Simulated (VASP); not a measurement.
# ZrS: elastic constants with LDA

Crystal: ZrS.

```
Zr S
1.0
     0.00000    2.56823    2.56823
     2.56823    0.00000    2.56823
     2.56823    2.56823    0.00000
Zr S
1 1
Direct
  0.00000 0.00000 0.00000
  0.50000 0.50000 0.50000
```

```json
{"Program": "VASP 6.6.1", "Task": "elastic constants", "Functional": "LDA", "Potentials or basis": "VASP PAW LDA potentials, release 64 (Zr_sv, S)", "Cutoff": "600 eV", "k mesh": "14 × 14 × 14", "Occupations": "fermi-dirac, width 0.15 eV", "Spin": "no spin polarisation", "Dipole correction": "no", "Ions in elastic constants": "relaxed", "Further INCAR settings": "ALGO = Normal; EDIFF = 1e-08; NBANDS = 16; IBRION = 6; POTIM = 0.015; NSW = 1; ISIF = 3"}
```

- Elastic constants C11, C12, C44: 373, 47, 27 GPa
- Voigt bulk modulus: 156 GPa
- Highest phonon frequency at Γ, LO-TO splitting left out: 272 cm⁻¹

Phonon frequencies in cm⁻¹ (negative: imaginary):
| q point | frequencies |
| --- | --- |
| (0.000, 0.000, 0.000) | 0 0 0 272 272 272 |

Elastic tensor in Voigt notation (GPa, in the Cartesian axes of the cell as first typed):
```
373  47  47   0   0   0
 47 373  47   0   0   0
 47  47 373   0   0   0
  0   0   0  27   0   0
  0   0   0   0  27   0
  0   0   0   0   0  27
```

Clamped-ion elastic tensor (GPa):
```
373  47  47   0   0   0
 47 373  47   0   0   0
 47  47 373   0   0   0
  0   0   0  27   0   0
  0   0   0   0  27   0
  0   0   0   0   0  27
```

Run time: 50 min on 1 thread of Intel(R) Xeon(R) Platinum 8488C (Sapphire Rapids), with other jobs on the host, peak memory 0.82 GiB.
